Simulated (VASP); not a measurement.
FeO:

```
CELL_PARAMETERS angstrom
2.64685 0.00000 0.00000
0.00000 2.64685 0.00000
0.00000 0.00000 2.64685
ATOMIC_POSITIONS crystal
Fe 0.00000 0.00000 0.00000
O 0.50000 0.50000 0.50000
```

Base run:

```yaml
Program: VASP 6.6.1
Functional: PBE
Potentials_or_basis: VASP PAW PBE potentials, release 64 (Fe, O)
Cutoff: 520 eV
k_mesh: 10 × 10 × 10
Occupations: fermi-dirac, width 0.05 eV
Spin: collinear spin, ferromagnetic start
Starting_moments: "[3.0, 0.0] μB"
```

Its results: band gap on the k mesh zero (filled and empty bands overlap); pressure 0.6 GPa; net moment 4.00 μB per cell; site moments Fe +3.54; O +0.37 μB.

The run is repeated on the same cell with these changes: potentials or basis from VASP PAW PBE potentials, release 64 (Fe, O) to VASP PAW PBE potentials, release 64 (Fe_sv, O); cutoff from 520 eV to 600 eV; further incar settings from ALGO = Normal; EDIFF = 1e-06; NBANDS = 18 to ALGO = Normal; EDIFF = 1e-06; NBANDS = 22; valence electrons from 14 to 22. What comes out?

Band gap on the k mesh zero (filled and empty bands overlap); pressure -1.7 GPa; net moment 4.00 μB per cell; site moments Fe +3.41; O +0.36 μB.

Caveats: a cell with one magnetic atom can't hold antiferromagnetic order, which such compounds often take; semilocal functionals often make such compounds metallic where correlation or magnetic order opens a gap, which also shifts bond lengths.
